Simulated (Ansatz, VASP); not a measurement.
# Two plane-wave programs on Cs

```
CELL_PARAMETERS angstrom
5.19252 0.00000 0.00000
-2.59626 4.49686 0.00000
0.00000 0.00000 4.88638
ATOMIC_POSITIONS crystal
Cs 0.00000 0.00000 0.00000
```

Alike in both runs: functional PBEsol; k mesh 12 × 12 × 12; occupations gaussian, width 0.1 eV; no spin polarisation.

Ansatz relaxed the structure, and its values are those at the end. VASP's run is a single point on that final structure, the one shown.

|  | VASP | Ansatz |
| --- | --- | --- |
| version | VASP 6.6.1 | Ansatz 0.2.0 |
| potentials or method | VASP PAW PBE potentials, release 64 (Cs_sv), cutoff 520 eV | scalar-relativistic, plane waves, PAW |
| valence electrons in the cell | 9 | 9 |

```tsv
	VASP	Ansatz	Ansatz less VASP
gap on the k mesh at the Fermi level (eV)	none	none	-
pressure (GPa)	0.0	0.0	+0.01
```

VASP's potentials were made for PBE, not for PBEsol. A gap of «none» marks a metal or a gap that the smearing closes.

Spin-orbit coupling is off throughout.
